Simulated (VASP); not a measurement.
# Cs (Im-3m) in VASP: further runs

The runs below take Cs through single point, with PBE0, r2SCAN0, LDA.

All numbers are computed with VASP 6.6.1; they aren't measurements. Logs are shortened: lines on timing, memory, paths and dates and some standing lists are left out, and cuts for length are marked.

## 1. The cell of the first run

Symmetry: Im-3m, No. 229, cubic system. The conventional cell has a = 6.257 Å, b = 6.257 Å, c = 6.257 Å, α = 90.00°, β = 90.00°, γ = 90.00°.

## 2. Single point, PBE0

Input file POSCAR:

```
Cs
1.0
   -3.1284650614      3.1284650614      3.1284650614
    3.1284650614     -3.1284650614      3.1284650614
    3.1284650614      3.1284650614     -3.1284650614
Cs
1
Direct
    0.0000000000      0.0000000000      0.0000000000
```

Input file INCAR.step1:

```
SYSTEM = Cs
PREC = Accurate
ENCUT = 520
EDIFF = 1E-5
ISMEAR = -1
SIGMA = 0.05
LREAL = .FALSE.
LASPH = .TRUE.
NELM = 60
ALGO = Normal
ISIF = 2
LWAVE = .TRUE.
LCHARG = .FALSE.
NBANDS = 10
GGA = PE
```

Input file INCAR.step2:

```
SYSTEM = Cs
PREC = Accurate
ENCUT = 520
EDIFF = 1E-6
ISMEAR = -1
SIGMA = 0.05
LREAL = .FALSE.
LASPH = .TRUE.
NELM = 60
ALGO = Normal
ISIF = 2
LWAVE = .FALSE.
LCHARG = .FALSE.
GGA = PE
LHFCALC = .TRUE.
AEXX = 0.25
PRECFOCK = Normal
NBANDS = 10
ISTART = 1
```

Input file KPOINTS:

```
regular mesh
0
G
  4 4 4
  0 0 0
```

Potentials or basis: VASP PAW PBE potentials, release 64 (Cs_sv).

Command:

```bash
$ cat potpaw_PBE.64/Cs_sv/POTCAR > POTCAR
$ cp INCAR.step1 INCAR
$ mpirun -np 1 vasp_std > vasp.out
$ cp INCAR.step2 INCAR
$ mpirun -np 1 vasp_std > vasp.out
```

OUTCAR:

```text
SYSTEM = Cs
   PREC = Accurate
   ENCUT = 520
   EDIFF = 1E-6
   ISMEAR = -1
   LREAL = .FALSE.
   LASPH = .TRUE.
   NELM = 60
   ISIF = 2
   GGA = PE
   LHFCALC = .TRUE.
   AEXX = 0.25
   PRECFOCK = Normal
   ISTART = 1

 ion  position               nearest neighbor table
   1  0.000  0.000  0.000-

  LATTYP: Found a body centered cubic cell.
 ALAT       =     6.2569301228

  Lattice vectors:

 A1 = (  -3.1284650614,   3.1284650614,   3.1284650614)
 A2 = (   3.1284650614,  -3.1284650614,   3.1284650614)
 A3 = (   3.1284650614,   3.1284650614,  -3.1284650614)

Analysis of symmetry for initial positions (statically):
=====================================================================
 Subroutine PRICEL returns:
 Original cell was already a primitive cell.

 Routine SETGRP: Setting up the symmetry group for a
 body centered cubic supercell.

 Subroutine GETGRP returns: Found 48 space group operations
 (whereof 48 operations were pure point group operations)
 out of a pool of 48 trial point group operations.

The static configuration has the point symmetry O_h .

Analysis of symmetry for dynamics (positions and initial velocities):
=====================================================================
 Subroutine PRICEL returns:
 Original cell was already a primitive cell.

 Routine SETGRP: Setting up the symmetry group for a
 body centered cubic supercell.

 Subroutine GETGRP returns: Found 48 space group operations
 (whereof 48 operations were pure point group operations)
 out of a pool of 48 trial point group operations.

The dynamic configuration has the point symmetry O_h .

 Subroutine INISYM returns: Found 48 space group operations
 (whereof 48 operations are pure point group operations),
 and found     1 'primitive' translations

----------------------------------------------------------------------------------------

                                     Primitive cell

  volume of cell :     122.4768

  direct lattice vectors                    reciprocal lattice vectors
    -3.128465061  3.128465061  3.128465061     0.000000000  0.159822785  0.159822785
     3.128465061 -3.128465061  3.128465061     0.159822785  0.000000000  0.159822785
     3.128465061  3.128465061 -3.128465061     0.159822785  0.159822785  0.000000000

  length of vectors
     5.418660436  5.418660436  5.418660436     0.226023551  0.226023551  0.226023551

  position of ions in fractional coordinates (direct lattice)
     0.000000000  0.000000000  0.000000000

  ion indices of the primitive-cell ions
   primitive index   ion index
                 1           1

----------------------------------------------------------------------------------------

 KPOINTS: regular mesh

Automatic generation of k-mesh.
 Grid dimensions read from file:
 generate k-points for:    4    4    4

 Generating k-lattice:

  Cartesian coordinates                     Fractional coordinates (reciprocal lattice)
     0.000000000  0.039955696  0.039955696     0.250000000  0.000000000  0.000000000
     0.039955696  0.000000000  0.039955696     0.000000000  0.250000000  0.000000000
     0.039955696  0.039955696  0.000000000     0.000000000  0.000000000  0.250000000

  Length of vectors
     0.056505888  0.056505888  0.056505888

  Shift w.r.t. Gamma in fractional coordinates (k-lattice)
     0.000000000  0.000000000  0.000000000

 Subroutine IBZKPT returns following result:
 ===========================================

 Found      8 irreducible k-points:

 Following reciprocal coordinates:
            Coordinates               Weight
  0.000000  0.000000  0.000000      1.000000
  0.250000  0.000000  0.000000     12.000000
  0.500000  0.000000  0.000000      6.000000
  0.250000  0.250000  0.000000     24.000000
  0.250000  0.250000  0.250000      2.000000
 -0.250000  0.250000  0.250000      6.000000
  0.500000  0.500000  0.250000     12.000000
  0.500000  0.500000  0.500000      1.000000
   k-points           NKPTS =      8   k-points in BZ     NKDIM =     64   number of bands    NBANDS=     10
   number of dos      NEDOS =    301   number of ions     NIONS =      1
   total plane-waves  NPLWV =  64000
   dimension x,y,z NGX =    40 NGY =   40 NGZ =   40
   dimension x,y,z NGXF=    80 NGYF=   80 NGZF=   80
   ions per type =               1
   NGX,Y,Z   is equivalent  to a cutoff of  12.27, 12.27, 12.27 a.u.
   NGXF,Y,Z  is equivalent  to a cutoff of  24.54, 24.54, 24.54 a.u.
 SYSTEM =  Cs
   PREC   = accura    normal or accurate (medium, high low for compatibility)
   ISTART =      1    job   : 0-new  1-cont  2-samecut
   ICHARG =      0    charge: 1-file 2-atom 10-const
   ISPIN  =      1    spin polarized calculation?
   LNONCOLLINEAR =      F non collinear calculations
   LSORBIT =      F    spin-orbit coupling
   LASPH  =      T    aspherical Exc in radial PAW
   ENCUT  =  520.0 eV  38.22 Ry    6.18 a.u.  10.08 10.08 10.08*2*pi/ulx,y,z
   NELM   =     60;   NELMIN=  2; NELMDL=  0     # of ELM steps
   EDIFF  = 0.1E-05   stopping-criterion for ELM
   LREAL  =      F    real-space projection
   EDIFFG = 0.1E-04   stopping-criterion for IOM
   NSW    =      0    number of steps for IOM
   IBRION =     -1    ionic relax: 0-MD 1-quasi-New 2-CG
   NFREE  =      0    steps in history (QN), initial steepest desc. (CG)
   ISIF   =      2    stress and relaxation
   ISYM   =      3    0-nonsym 1-usesym 2-fastsym
   POTIM  = 0.5000    time-step for ionic-motion
   TEBEG  =    0.0;   TEEND  =   0.0 temperature during run
   PSTRESS=    0.0 pullay stress
   NELECT =       9.0000    total number of electrons
   NUPDOWN=      -1.0000    fix difference up-down
   EMIN   =  10.00;   EMAX   =-10.00  energy-range for DOS
   EFERMI =   0.00;   METHOD = LEGACY
   ISMEAR =    -1;   SIGMA  =   0.05  broadening in eV -4-tet -1-fermi 0-gaus
   EFERMI_NEDOS =   21; number of points for ismear=-14 and -15
   IALGO  =     38    algorithm
   IMIX   =      1    mixing-type and parameters
     AMIX     =   0.40;   BMIX     =  1.00
     AMIX_MAG =   1.60;   BMIX_MAG =  1.00
  volume/ion in A,a.u.               =     122.48       826.51
  Fermi-wavevector in a.u.,A,eV,Ry     =   0.685706  1.295796  6.397353  0.470192
  Thomas-Fermi vector in A             =   1.765724
   LORBIT       =      0    0 simple, 1 ext, 2 COOP (PROOUT), +10 PAW based schemes
   GGA     = PE    functional components
   LHFCALC =     T    Hartree Fock is set to
   PRECFOCK=normal    Normal, Fast or Accurate (Low or Medium for compatibility)
   ENCUT4O =  -1.0   cutoff for four orbital integrals eV
   NKREDX  =     1    reduce k-point grid by
   NKREDY  =     1    reduce k-point grid by
   NKREDZ  =     1    reduce k-point grid by
   AEXX    =    0.2500 exact exchange contribution
   HFSCREEN=    0.0000 screening length (either q_TF or 0.3 A-1)
   HFSCREENC=   0.0000 screening length for correlation (either q_TF or 0.3 A-1)
   ENCUTFOCK=  -1.0 apply spherical cutoff to Coloumb kernel
   IVDW    =     0    specifies the selected vdW correction
   LEPSILON=     F    determine dielectric tensor
   LRPA    =     F    only Hartree local field effects (RPA)
 non-spin polarized calculation
  energy-cutoff  :      520.00
  volume of cell :      122.48
 maximum number of plane-waves:      3352
  NGX = 32; NGY = 32; NGZ = 32

 number of electron       8.9999999 magnetization

 Free energy of the ion-electron system (eV)
  ---------------------------------------------------
  ext. energy  EPLUGINS =         0.00000000
  ---------------------------------------------------
  free energy    TOTEN  =        -1.01242477 eV

  energy without entropy =       -0.98653755  energy(sigma->0) =       -0.99948116

 E-fermi :   0.3371     XC(G=0):  -4.1934

 val. band max:        0.3287623226   @ k =   0.2500   0.2500   0.0000
 cond. band min:       0.7461222583   @ k =   0.5000   0.0000   0.0000
 fundamental gap:      0.4173599357
 Fermi energy:         0.3371009332

 k-point     1 :       0.0000    0.0000    0.0000
  band No.  band energies     occupation
      1     -26.1175      2.00000
      2     -11.8400      2.00000
      3     -11.8400      2.00000
      4     -11.8400      2.00000
      5      -1.9737      2.00000
      6       3.5291      0.00000
      7       3.5291      0.00000
      8       3.5291      0.00000
      9       4.3755      0.00000
     10       4.3755      0.00000

 k-point     2 :       0.2500    0.0000    0.0000
  band No.  band energies     occupation
      1     -26.1148      2.00000
      2     -11.9003      2.00000
      3     -11.8593      2.00000
      4     -11.8400      2.00000
      5      -1.1809      2.00000
      6       2.6466      0.00000
      7       2.9894      0.00000
      8       4.1851      0.00000
      9       4.2266      0.00000
     10       4.3404      0.00000

 k-point     3 :       0.5000    0.0000    0.0000
  band No.  band energies     occupation
      1     -26.1121      2.00000
      2     -11.9570      2.00000
      3     -11.8784      2.00000
      4     -11.8397      2.00000
      5       0.7461      0.00056
      6       1.4204      0.00000
      7       2.6319      0.00000
      8       4.1795      0.00000
      9       4.8771      0.00000
     10       5.0990      0.00000

 k-point     4 :       0.2500    0.2500    0.0000
  band No.  band energies     occupation
      1     -26.1121      2.00000
      2     -11.9356      2.00000
      3     -11.8882      2.00000
      4     -11.8517      2.00000
      5       0.3288      1.08319
      6       1.9583      0.00000
      7       2.3033      0.00000
      8       4.2426      0.00000
      9       4.3215      0.00000
     10       5.0003      0.00000

 k-point     5 :       0.2500    0.2500    0.2500
  band No.  band energies     occupation
      1     -26.1118      2.00000
      2     -11.8967      2.00000
      3     -11.8967      2.00000
      4     -11.8967      2.00000
      5       1.7478      0.00000
      6       1.7478      0.00000
      7       1.7478      0.00000
      8       3.1182      0.00000
      9       4.9665      0.00000
     10       4.9665      0.00000

 k-point     6 :      -0.2500    0.2500    0.2500
  band No.  band energies     occupation
      1     -26.1123      2.00000
      2     -11.9020      2.00000
      3     -11.8800      2.00000
      4     -11.8800      2.00000
      5      -0.4747      2.00000
      6       2.4730      0.00000
      7       3.1690      0.00000
      8       3.1690      0.00000
      9       4.2846      0.00000
     10       4.3755      0.00000

 k-point     7 :       0.5000    0.5000    0.2500
  band No.  band energies     occupation
      1     -26.1099      2.00000
      2     -11.9396      2.00000
      3     -11.9005      2.00000
      4     -11.8817      2.00000
      5       1.3790      0.00000
      6       1.4605      0.00000
      7       2.8878      0.00000
      8       3.0928      0.00000
      9       4.2930      0.00000
     10       5.6054      0.00000

 k-point     8 :       0.5000    0.5000    0.5000
  band No.  band energies     occupation
      1     -26.1078      2.00000
      2     -11.9223      2.00000
      3     -11.9223      2.00000
      4     -11.9223      2.00000
      5       1.5515      0.00000
      6       1.5515      0.00000
      7       3.7125      0.00000
      8       3.7125      0.00000
      9       3.7125      0.00000
     10       5.2119      0.00000

------------------------ aborting loop because EDIFF is reached ----------------------------------------

  FORCE on cell =-STRESS in cart. coord.  units (eV):
  Direction    XX          YY          ZZ          XY          YZ          ZX
  --------------------------------------------------------------------------------------
  -------------------------------------------------------------------------------------
  Total        0.0289413      0.0289413      0.0289413     -0.0000000     -0.0000000      0.0000000
  in kB        0.3785945      0.3785945      0.3785945     -0.0000000     -0.0000000      0.0000000
  external PRESSURE =       0.3785945 kB  Pullay stress =       0.0000000 kB

 VOLUME and BASIS-vectors are now :
 -----------------------------------------------------------------------------
  energy-cutoff  :      520.00
  volume of cell :      122.48
      direct lattice vectors                 reciprocal lattice vectors
    -3.128465061  3.128465061  3.128465061     0.000000000  0.159822785  0.159822785
     3.128465061 -3.128465061  3.128465061     0.159822785  0.000000000  0.159822785
     3.128465061  3.128465061 -3.128465061     0.159822785  0.159822785  0.000000000

 POSITION                                       TOTAL-FORCE (eV/Angst)
 -----------------------------------------------------------------------------------
      0.00000      0.00000      0.00000         0.000000     -0.000000      0.000000
 -----------------------------------------------------------------------------------
    total drift:                                0.000000      0.000000     -0.000000

  FREE ENERGIE OF THE ION-ELECTRON SYSTEM (eV)
  ---------------------------------------------------
  free  energy   TOTEN  =        -1.0124247664 eV

  energy  without entropy=       -0.9865375543  energy(sigma->0) =       -0.99948116
```

Run time: 3 min. Hardware: 1 thread of Intel Xeon Platinum 8259CL at 2.50GHz (Skylake/Cascade Lake), shared host; peak memory 0.25 GiB.

Results:

```
Free energy            : -1.0124 eV
Pressure               : 0.0 GPa
Band gap on the k mesh : zero (an odd number of electrons rules out a gap without spin polarisation)
```

Caveat: the PAW data sets were made with another functional, which shifts forces and pressure a little; spin-orbit coupling is left out, which moves the levels of the heavy elements.

## 3. Single point, r2SCAN0

POSCAR is that of step 2.

Input file INCAR.step1:

```
ALGO = Normal
EDIFF = 1E-5
ENCUT = 520
GGA = PE
ISIF = 2
ISMEAR = -1
LASPH = True
LCHARG = False
LREAL = False
LWAVE = True
NBANDS = 10
NELM = 60
PREC = Accurate
SIGMA = 0.05
```

Input file INCAR.step2:

```
AEXX = 0.25
ALGO = Normal
EDIFF = 1E-6
ENCUT = 520
ISIF = 2
ISMEAR = -1
ISTART = 1
LASPH = True
LCHARG = False
LHFCALC = True
LMIXTAU = True
LREAL = False
LWAVE = False
METAGGA = R2SCAN
NBANDS = 10
NELM = 60
PREC = Accurate
PRECFOCK = Normal
SIGMA = 0.05
```

Input file KPOINTS:

```
k-points
0
Gamma
  4 4 4
```

Potentials or basis: VASP PAW PBE potentials, release 64 (Cs_sv).

Command:

```bash
$ cat potpaw_PBE.64/Cs_sv/POTCAR > POTCAR
$ cp INCAR.step1 INCAR
$ mpirun -np 1 vasp_std > vasp.out
$ cp INCAR.step2 INCAR
$ mpirun -np 1 vasp_std > vasp.out
```

Wall time 4.3 min (1 thread of Intel Xeon Platinum 8259CL at 2.50GHz (Skylake/Cascade Lake), shared host); peak memory 0.27 GiB.

Results (log left out):

| Quantity | Value |
| --- | --- |
| Free energy | -19.2578 eV |
| Pressure | 0.1 GPa |
| Band gap on the k mesh | zero (an odd number of electrons rules out a gap without spin polarisation) |

Levels at points of the mesh, in eV from the Fermi level:
| k point | band 2 | band 3 | band 4 | band 5 | band 6 | band 7 |
| --- | --- | --- | --- | --- | --- | --- |
| (0.00, 0.00, 0.00) | -12.52 | -12.52 | -12.52 | -2.37 | 3.39 | 3.39 |
| (0.50, 0.00, 0.00) | -12.64 | -12.56 | -12.52 | 0.45 | 1.05 | 2.42 |
| (0.50, 0.50, 0.50) | -12.60 | -12.60 | -12.60 | 1.22 | 1.22 | 3.53 |

Caveat: the PAW data sets were made with another functional, which shifts forces and pressure a little; spin-orbit coupling is left out, which moves the levels of the heavy elements.

(Continued in part 2 of 2.)

The gap in the log of VASP goes by the Fermi energy; the results here count the filled bands.